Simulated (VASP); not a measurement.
# SnO2 (Pnnm) in VASP: further runs

SnO2 is run at these levels: LDA; tasks: single point.

Everything below comes from runs of VASP 6.6.1. Logs are shortened: lines on timing, memory, paths and dates and some standing lists are left out, and cuts for length are marked.

## 1. The cell of the first run

Symmetry: Pnnm, No. 58, orthorhombic system. Conventional cell: a = 4.720 Å, b = 4.721 Å, c = 3.189 Å, α = 90.00°, β = 90.00°, γ = 90.00°. Sn (site symmetry 2/m) has 6 O at 1.88 to 2.17 Å within 2.5 Å. O (site symmetry m) has 3 Sn at 1.88 to 2.17 Å within 2.5 Å.

## 2. Single point, LDA (atoms shifted along a free coordinate)

File INCAR:

```
SYSTEM = SnO2
PREC = Accurate
ENCUT = 520
EDIFF = 1E-7
ISMEAR = 0
SIGMA = 0.05
LREAL = .False.
LASPH = .True.
NELM = 100
ALGO = Normal
ISIF = 2
LWAVE = .False.
LCHARG = .False.
NBANDS = 35
```

File KPOINTS:

```
Automatic mesh
0
Gamma
  6 6 8
  0 0 0
```

File POSCAR:

```
SnO2
1.0
    4.7201335214      0.0000000000      0.0000000000
    0.0000000000      4.7206343117      0.0000000000
    0.0000000000      0.0000000000      3.1888226872
Sn O
2 4
Direct
    0.5000000000      0.5000000000      0.5000000000
    0.0000000000      0.0000000000      0.0000000000
    0.3059920358      0.2542676980      0.0000000000
    0.8059920358      0.2457323020      0.5000000000
    0.1940079642      0.7542676980      0.5000000000
    0.6940079642      0.7457323020      0.0000000000
```

Potentials or basis: VASP PAW LDA potentials, release 64 (Sn_d, O).

Started as:

```sh
> cat potpaw_LDA.64/Sn_d/POTCAR potpaw_LDA.64/O/POTCAR > POTCAR
> mpirun -np 1 vasp_std > vasp.out
```

OUTCAR:

```text
SYSTEM = SnO2
   PREC = Accurate
   ENCUT = 520
   EDIFF = 1E-7
   ISMEAR = 0
   LREAL = .False.
   LASPH = .True.
   NELM = 100
   ISIF = 2

 ion  position               nearest neighbor table
   1  0.500  0.500  0.500-   4 1.88   5 1.88   3 2.17   6 2.17   3 2.17   6 2.17   2 3.70   2 3.70
                             2 3.70   2 3.70   2 3.70   2 3.70   2 3.70   2 3.70
   2  0.000  0.000  0.000-   3 1.88   6 1.88   5 2.17   4 2.17   4 2.17   5 2.17   1 3.70   1 3.70
                             1 3.70   1 3.70   1 3.70   1 3.70   1 3.70   1 3.70
   3  0.306  0.254  0.000-   2 1.88   1 2.17   1 2.17
   4  0.806  0.246  0.500-   1 1.88   2 2.17   2 2.17
   5  0.194  0.754  0.500-   1 1.88   2 2.17   2 2.17
   6  0.694  0.746  0.000-   2 1.88   1 2.17   1 2.17

  LATTYP: Found a simple orthorhombic cell.
 ALAT       =     3.1888226872
 B/A-ratio  =     1.4802119730
 C/A-ratio  =     1.4803690185

  Lattice vectors:

 A1 = (   0.0000000000,   0.0000000000,   3.1888226872)
 A2 = (   4.7201335214,   0.0000000000,   0.0000000000)
 A3 = (   0.0000000000,   4.7206343117,   0.0000000000)

Analysis of symmetry for initial positions (statically):
=====================================================================
 Subroutine PRICEL returns:
 Original cell was already a primitive cell.

 Routine SETGRP: Setting up the symmetry group for a
 simple orthorhombic supercell.

 Subroutine GETGRP returns: Found  8 space group operations
 (whereof  4 operations were pure point group operations)
 out of a pool of  8 trial point group operations.

The static configuration has the point symmetry C_2h.
 The point group associated with its full space group is D_2h.

Analysis of symmetry for dynamics (positions and initial velocities):
=====================================================================
 Subroutine PRICEL returns:
 Original cell was already a primitive cell.

 Routine SETGRP: Setting up the symmetry group for a
 simple orthorhombic supercell.

 Subroutine GETGRP returns: Found  8 space group operations
 (whereof  4 operations were pure point group operations)
 out of a pool of  8 trial point group operations.

The dynamic configuration has the point symmetry C_2h.
 The point group associated with its full space group is D_2h.

 Subroutine INISYM returns: Found  8 space group operations
 (whereof  4 operations are pure point group operations),
 and found     1 'primitive' translations

----------------------------------------------------------------------------------------

                                     Primitive cell

  volume of cell :      71.0534

  direct lattice vectors                    reciprocal lattice vectors
     4.720133521  0.000000000  0.000000000     0.211858414  0.000000000  0.000000000
     0.000000000  4.720634312  0.000000000     0.000000000  0.211835939  0.000000000
     0.000000000  0.000000000  3.188822687     0.000000000  0.000000000  0.313595360

  length of vectors
     4.720133521  4.720634312  3.188822687     0.211858414  0.211835939  0.313595360

  position of ions in fractional coordinates (direct lattice)
     0.500000000  0.500000000  0.500000000
     0.000000000  0.000000000  0.000000000
     0.305992036  0.254267698  0.000000000
     0.805992036  0.245732302  0.500000000
     0.194007964  0.754267698  0.500000000
     0.694007964  0.745732302  0.000000000

  ion indices of the primitive-cell ions
   primitive index   ion index
                 1           1
                 2           2
                 3           3
                 4           4
                 5           5
                 6           6

----------------------------------------------------------------------------------------

 KPOINTS: Automatic mesh

Automatic generation of k-mesh.
 Grid dimensions read from file:
 generate k-points for:    6    6    8

 Generating k-lattice:

  Cartesian coordinates                     Fractional coordinates (reciprocal lattice)
     0.035309736  0.000000000  0.000000000     0.166666667  0.000000000  0.000000000
     0.000000000  0.035305990  0.000000000     0.000000000  0.166666667  0.000000000
     0.000000000  0.000000000  0.039199420     0.000000000  0.000000000  0.125000000

  Length of vectors
     0.035309736  0.035305990  0.039199420

  Shift w.r.t. Gamma in fractional coordinates (k-lattice)
     0.000000000  0.000000000  0.000000000

 Subroutine IBZKPT returns following result:
 ===========================================

 Found     80 irreducible k-points:

 Following reciprocal coordinates:
            Coordinates               Weight
  0.000000  0.000000  0.000000      1.000000
  0.166667  0.000000  0.000000      2.000000
  0.333333  0.000000  0.000000      2.000000
  0.500000  0.000000  0.000000      1.000000
  0.000000  0.166667  0.000000      2.000000
  0.166667  0.166667  0.000000      4.000000
[... 16 lines left out ...]
  0.333333  0.166667  0.125000      8.000000
  0.500000  0.166667  0.125000      4.000000
 [... further k-points ...]
   k-points           NKPTS =     80   k-points in BZ     NKDIM =     80   number of bands    NBANDS=     35
   number of dos      NEDOS =    301   number of ions     NIONS =      6
   total plane-waves  NPLWV =  31104
   dimension x,y,z NGX =    36 NGY =   36 NGZ =   24
   dimension x,y,z NGXF=    72 NGYF=   72 NGZF=   48
   ions per type =               2   4
   NGX,Y,Z   is equivalent  to a cutoff of  12.68, 12.68, 12.51 a.u.
   NGXF,Y,Z  is equivalent  to a cutoff of  25.36, 25.36, 25.02 a.u.
 SYSTEM =  SnO2
   PREC   = accura    normal or accurate (medium, high low for compatibility)
   ISTART =      0    job   : 0-new  1-cont  2-samecut
   ICHARG =      2    charge: 1-file 2-atom 10-const
   ISPIN  =      1    spin polarized calculation?
   LNONCOLLINEAR =      F non collinear calculations
   LSORBIT =      F    spin-orbit coupling
   LASPH  =      T    aspherical Exc in radial PAW
   ENCUT  =  520.0 eV  38.22 Ry    6.18 a.u.   8.78  8.78  5.93*2*pi/ulx,y,z
   NELM   =    100;   NELMIN=  2; NELMDL= -5     # of ELM steps
   EDIFF  = 0.1E-06   stopping-criterion for ELM
   LREAL  =      F    real-space projection
   EDIFFG = 0.1E-05   stopping-criterion for IOM
   NSW    =      0    number of steps for IOM
   IBRION =     -1    ionic relax: 0-MD 1-quasi-New 2-CG
   NFREE  =      0    steps in history (QN), initial steepest desc. (CG)
   ISIF   =      2    stress and relaxation
   ISYM   =      2    0-nonsym 1-usesym 2-fastsym
   POTIM  = 0.5000    time-step for ionic-motion
   TEBEG  =    0.0;   TEEND  =   0.0 temperature during run
   PSTRESS=    0.0 pullay stress
   NELECT =      52.0000    total number of electrons
   NUPDOWN=      -1.0000    fix difference up-down
   EMIN   =  10.00;   EMAX   =-10.00  energy-range for DOS
   EFERMI =   0.00;   METHOD = LEGACY
   ISMEAR =     0;   SIGMA  =   0.05  broadening in eV -4-tet -1-fermi 0-gaus
   EFERMI_NEDOS =   21; number of points for ismear=-14 and -15
   IALGO  =     38    algorithm
   IMIX   =      4    mixing-type and parameters
     AMIX     =   0.40;   BMIX     =  1.00
     AMIX_MAG =   1.60;   BMIX_MAG =  1.00
  volume/ion in A,a.u.               =      11.84        79.92
  Fermi-wavevector in a.u.,A,eV,Ry     =   1.475302  2.787917 29.613299  2.176516
  Thomas-Fermi vector in A             =   2.589968
   LORBIT       =      0    0 simple, 1 ext, 2 COOP (PROOUT), +10 PAW based schemes
   GGA     = CA    functional components
   LHFCALC =     F    Hartree Fock is set to
   AEXX    =    0.0000 exact exchange contribution
   IVDW    =     0    specifies the selected vdW correction
   LEPSILON=     F    determine dielectric tensor
   LRPA    =     F    only Hartree local field effects (RPA)
 non-spin polarized calculation
 Gauss-broadening in eV      SIGMA  =   0.05
  energy-cutoff  :      520.00
  volume of cell :       71.05
 maximum number of plane-waves:      1933
 NGX is ok and might be reduce to    36
   NGX = 17   NGY = 17   NGZ = 11

 number of electron      51.9999990 magnetization

 Free energy of the ion-electron system (eV)
  ---------------------------------------------------
  ext. energy  EPLUGINS =         0.00000000
  ---------------------------------------------------
  free energy    TOTEN  =       -40.91889469 eV

  energy without entropy =      -40.91889469  energy(sigma->0) =      -40.91889469

 E-fermi :   5.9177     XC(G=0): -11.8628

 val. band max:        5.7169364706   @ k =   0.0000   0.1667   0.0000
 cond. band min:       6.9324827590   @ k =   0.0000   0.0000   0.0000
 fundamental gap:      1.2155462884
 Fermi energy:         5.9176688077

 k-point     1 :       0.0000    0.0000    0.0000
  band No.  band energies     occupation
      1     -15.4355      2.00000
      2     -14.7773      2.00000
      3     -14.1866      2.00000
      4     -14.1598      2.00000
      5     -14.0879      2.00000
      6     -14.0836      2.00000
[... 27 lines left out ...]
     34      18.6307      0.00000
     35      19.3345      0.00000

 k-point     2 :       0.1667    0.0000    0.0000
  band No.  band energies     occupation
      1     -15.3952      2.00000
      2     -14.8185      2.00000
      3     -14.1846      2.00000
      4     -14.1609      2.00000
      5     -14.0838      2.00000
      6     -14.0801      2.00000
[... 27 lines left out ...]
     34      18.6652      0.00000
     35      18.9254      0.00000

 k-point     3 :       0.3333    0.0000    0.0000
  band No.  band energies     occupation
      1     -15.2810      2.00000
      2     -14.9416      2.00000
      3     -14.1791      2.00000
      4     -14.1648      2.00000
      5     -14.0748      2.00000
      6     -14.0728      2.00000
[... 27 lines left out ...]
     34      18.5222      0.00000
     35      18.5606      0.00000

 k-point     4 :       0.5000    0.0000    0.0000
  band No.  band energies     occupation
      1     -15.1151      2.00000
      2     -15.1151      2.00000
      3     -14.1716      2.00000
      4     -14.1716      2.00000
      5     -14.0694      2.00000
      6     -14.0694      2.00000
[... 27 lines left out ...]
     34      17.2746      0.00000
     35      18.5381      0.00000

 k-point     5 :       0.0000    0.1667    0.0000
  band No.  band energies     occupation
      1     -15.3966      2.00000
      2     -14.8226      2.00000
      3     -14.1843      2.00000
      4     -14.1606      2.00000
      5     -14.0840      2.00000
      6     -14.0800      2.00000
[... 638 lines left out ...]
 k-point    22 :       0.1667    0.1667    0.1250
  band No.  band energies     occupation
      1     -15.3343      2.00000
      2     -14.8856      2.00000
      3     -14.1731      2.00000
      4     -14.1590      2.00000
      5     -14.1418      2.00000
      6     -14.0986      2.00000
[... 27 lines left out ...]
     34      18.1138      0.00000
     35      18.4668      0.00000

 k-point    23 :       0.3333    0.1667    0.1250
  band No.  band energies     occupation
      1     -15.2525      2.00000
      2     -14.9949      2.00000
      3     -14.1726      2.00000
      4     -14.1545      2.00000
      5     -14.1357      2.00000
      6     -14.0888      2.00000
[... 27 lines left out ...]
     34      17.3740      0.00000
     35      18.4896      0.00000

 k-point    24 :       0.5000    0.1667    0.1250
  band No.  band energies     occupation
      1     -15.1304      2.00000
      2     -15.1304      2.00000
      3     -14.1638      2.00000
      4     -14.1638      2.00000
      5     -14.1091      2.00000
      6     -14.1091      2.00000
[... 27 lines left out ...]
     34      16.8701      0.00000
     35      18.5689      0.00000

 [... further k-points ...]

------------------------ aborting loop because EDIFF is reached ----------------------------------------

  FORCE on cell =-STRESS in cart. coord.  units (eV):
  Direction    XX          YY          ZZ          XY          YZ          ZX
  --------------------------------------------------------------------------------------
  -------------------------------------------------------------------------------------
  Total        6.5362756      0.8683164     -1.3919571      0.0000000      0.0000000      0.0000000
  in kB      147.3858960     19.5795881    -31.3871156      0.0000000      0.0000000      0.0000000
  external PRESSURE =      45.1927895 kB  Pullay stress =       0.0000000 kB

 VOLUME and BASIS-vectors are now :
 -----------------------------------------------------------------------------
  energy-cutoff  :      520.00
  volume of cell :       71.05
      direct lattice vectors                 reciprocal lattice vectors
     4.720133521  0.000000000  0.000000000     0.211858414  0.000000000  0.000000000
     0.000000000  4.720634312  0.000000000     0.000000000  0.211835939  0.000000000
     0.000000000  0.000000000  3.188822687     0.000000000  0.000000000  0.313595360

 POSITION                                       TOTAL-FORCE (eV/Angst)
 -----------------------------------------------------------------------------------
      2.36007      2.36032      1.59441         0.000000      0.000000      0.000000
      0.00000      0.00000      0.00000         0.000000      0.000000      0.000000
      1.44432      1.20030      0.00000         2.612405      2.704749      0.000000
      3.80439      1.16001      1.59441         2.612405     -2.704749      0.000000
      0.91574      3.56062      1.59441        -2.612405      2.704749      0.000000
      3.27581      3.52033      0.00000        -2.612405     -2.704749      0.000000
 -----------------------------------------------------------------------------------
    total drift:                                0.000000      0.000000      0.000000

  FREE ENERGIE OF THE ION-ELECTRON SYSTEM (eV)
  ---------------------------------------------------
  free  energy   TOTEN  =       -40.9188946924 eV

  energy  without entropy=      -40.9188946923  energy(sigma->0) =      -40.91889469
```

Wall time 4 min (1 thread of Intel Xeon 8259CL, shared host); peak memory 0.26 GiB.

Results:

```yaml
Free_energy: -40.9189 eV
Pressure: 4.5 GPa
Largest_force: 3.760 eV/Å
Band_gap_on_the_k_mesh: 1.22 eV (least direct gap 1.29 eV)
```

Forces on the atoms (eV/Å):
```
Sn   0.000  0.000  0.000
Sn   0.000  0.000  0.000
O    2.612  2.705  0.000
O    2.612 -2.705  0.000
O   -2.612  2.705  0.000
O   -2.612 -2.705  0.000
```

Stress tensor (GPa, compression positive):
```
14.74  0.00  0.00
 0.00  1.96  0.00
 0.00  0.00 -3.14
```

Levels at points of the mesh, in eV from the valence-band top:
| k point | band 24 | band 25 | band 26 | band 27 | band 28 | band 29 |
| --- | --- | --- | --- | --- | --- | --- |
| (0.00, 0.00, 0.00) | -0.55 | -0.46 | -0.08 | 1.22 | 6.14 | 6.22 |
| (0.50, 0.00, 0.00) | -0.94 | -0.30 | -0.30 | 4.66 | 4.66 | 7.98 |
| (0.00, 0.50, 0.00) | -0.92 | -0.21 | -0.21 | 4.48 | 4.48 | 7.18 |
| (0.50, 0.50, 0.00) | -1.13 | -0.55 | -0.55 | 5.52 | 5.52 | 7.70 |
| (0.00, 0.00, 0.50) | -1.55 | -0.89 | -0.89 | 5.89 | 5.89 | 8.74 |
| (0.50, 0.00, 0.50) | -1.11 | -0.17 | -0.17 | 6.19 | 6.19 | 7.16 |
| (0.00, 0.50, 0.50) | -0.69 | -0.62 | -0.62 | 6.34 | 6.34 | 7.15 |
| (0.50, 0.50, 0.50) | -0.52 | -0.47 | -0.47 | 3.67 | 3.67 | 9.63 |

Caveat: the cell differs from its parent crystal (atoms shifted along a free coordinate); the cell stands under pressure; spin-orbit coupling is left out, which moves the levels of the heavy elements; forces of over 1 eV/Å act on the atoms, so gaps and moduli don't describe the material at rest. A k mesh can miss the band edges.

[end of part 1 of 2]
